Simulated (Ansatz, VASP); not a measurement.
# Two plane-wave programs on Ti2In

```
CELL_PARAMETERS angstrom
0.00000 3.21904 3.21904
3.21904 0.00000 3.21904
3.21904 3.21904 0.00000
ATOMIC_POSITIONS crystal
Ti 0.75000 0.75000 0.75000
Ti 0.25000 0.25000 0.25000
In 0.00000 0.00000 0.00000
```

Change from the starting cell: species swapped into the Sn2Ir type (Fm-3m, No. 225).

Alike in both runs: task relaxation of cell and atoms; functional PBE; k mesh 12 × 12 × 12; occupations gaussian, width 0.1 eV; collinear spin.

```csv
,VASP,Ansatz
version,VASP 6.6.1,Ansatz 0.2.0
potentials or method,"VASP PAW PBE potentials, release 64 (Ti_sv, In_d), cutoff 600 eV","scalar-relativistic, plane waves, PAW"
valence electrons in the cell,37,37
```

|  | VASP | Ansatz | Ansatz less VASP |
| --- | --- | --- | --- |
| gap on the k mesh at the Fermi level, each at its own relaxed structure (eV) | none | none | - |
| net moment per atom (μB) | 0.00 | 0.62 | +0.618 |
| size of the moment on the site where the two differ most (μB) | 0.00 | 0.72 | +0.716 |
| relaxed volume (Å³/atom) | 22.28 | 22.72 | +0.435 |
| relaxed length of the cell vector where the two differ most in proportion (Å) | 4.555 | 4.585 | +0.0294 |

The net moments are unlike, so the other rows may belong to different states. Site moments also hang on the region over which each program counts them. A gap of «none» marks a metal or a gap that the smearing closes.
